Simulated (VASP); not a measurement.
AlIn2B2As: relaxation of cell and atoms with PBE

Crystal: AlIn2B2As.

```
Al In B As
1.0
     4.08949    0.00000    0.00000
     0.00000    4.08949    0.00000
     0.00000    0.00000    6.82528
Al In B As
1 2 2 1
Direct
  0.00000 0.00000 0.00000
  0.50000 0.00000 0.31821
  0.00000 0.50000 0.68179
  0.50000 0.00000 0.82913
  0.00000 0.50000 0.17087
  0.50000 0.50000 0.00000
```

The cell was built from a structure type or drawn by symmetry, and may not be a known phase.

```yaml
Program: VASP 6.6.1
Task: relaxation of cell and atoms
Functional: PBE
Potentials_or_basis: VASP PAW PBE potentials, release 64 (Al, In_d, B, As)
Cutoff: 600 eV
k_mesh: 4 × 4 × 3
Occupations: gaussian, width 0.2 eV
Spin: no spin polarisation
Dipole_correction: no
Further_INCAR_settings: ALGO = Normal; EDIFF = 1e-06; IBRION = 2; EDIFFG = -0.08; NSW = 36; ISIF = 3
```

- Relaxed volume: 18.10 Å³/atom
- Relaxed cell: a = 3.871 Å, b = 3.871 Å, c = 7.246 Å, α = 90.00°, β = 90.00°, γ = 90.00°
- Space group after relaxing (to 0.1 Å): P-4m2 (No. 115)
- Energy gained by relaxing: 149.4 meV/atom
- Ionic steps: 11
- Pressure after relaxing: 0.0 GPa
- Largest force after relaxing: 0.080 eV/Å
- Band gap on the k mesh: zero (bands 20 and 21 overlap by 1.68 eV)

Forces in eV/Å, atoms in the order of the input:
```
Al   0.000  0.000  0.000
In   0.000  0.000  0.080
In   0.000  0.000 -0.080
B    0.000  0.000 -0.076
B    0.000  0.000  0.076
As   0.000  0.000  0.000
```

Stress tensor (GPa, compression positive):
```
 0.00  0.00  0.00
 0.00  0.00  0.00
 0.00  0.00 -0.08
```

Step by step:
| step | energy change (eV) | largest force (eV/Å) | pressure (GPa) | volume (Å³) |
| --- | --- | --- | --- | --- |
| 1 | 0.0000 | 1.6059 | -1.22 | 114.15 |
| 2 | -0.3923 | 1.2117 | -1.08 | 111.70 |
| 3 | -0.7893 | 0.6010 | 0.12 | 107.58 |
| 4 | -0.3004 | 0.5459 | 9.78 | 98.75 |
| 5 | -0.8468 | 0.2349 | 1.61 | 105.49 |
| 6 | -0.8474 | 0.2622 | 1.46 | 105.68 |
| 7 | -0.8757 | 0.2504 | -0.65 | 109.03 |
| 8 | -0.8758 | 0.2550 | -0.80 | 109.27 |
| 9 | -0.8926 | 0.0950 | -0.36 | 108.88 |
| 10 | -0.8964 | 0.0809 | -0.05 | 108.62 |
| 11 | -0.8964 | 0.0798 | -0.02 | 108.60 |

Final structure:
```cif
data_structure
_symmetry_space_group_name_H-M 'P 1'
_symmetry_Int_Tables_number 1
_cell_length_a 3.8714
_cell_length_b 3.8714
_cell_length_c 7.2456
_cell_angle_alpha 90.000
_cell_angle_beta 90.000
_cell_angle_gamma 90.000
_cell_volume 108.60
loop_
_atom_site_label
_atom_site_type_symbol
_atom_site_fract_x
_atom_site_fract_y
_atom_site_fract_z
_atom_site_occupancy
Al1 Al 0.00000 0.00000 0.00000 1
In1 In 0.50000 0.00000 0.36613 1
In2 In 0.00000 0.50000 0.63387 1
B1 B 0.50000 0.00000 0.84947 1
B2 B 0.00000 0.50000 0.15053 1
As1 As 0.50000 0.50000 0.00000 1
```

Levels at points of the mesh, in eV from the Fermi level:
```tsv
k point	band 17	band 18	band 19	band 20	band 21	band 22	band 23	band 24
(0.00, 0.00, 0.00)	-3.38	-0.22	-0.22	-0.12	0.52	1.66	1.92	2.69
(0.50, 0.00, 0.00)	-3.91	-1.73	-1.40	-0.36	0.56	2.48	2.97	3.80
(0.50, 0.50, 0.00)	-3.41	-2.54	-2.26	-2.26	-1.47	-0.86	3.49	3.49
```

Wall time 9.7 min on 1 thread of Intel Xeon 8259CL, on a shared host, peak memory 0.3 GiB.

Caveat: the k points lie up to 0.41 Å⁻¹ apart in the final cell, too coarse for converged energies and pressures of a metal; spin-orbit coupling is left out, which moves the levels of the heavy elements; the relaxation stopped at a loose force limit of 0.08 eV/Å, so its end isn't a converged minimum.
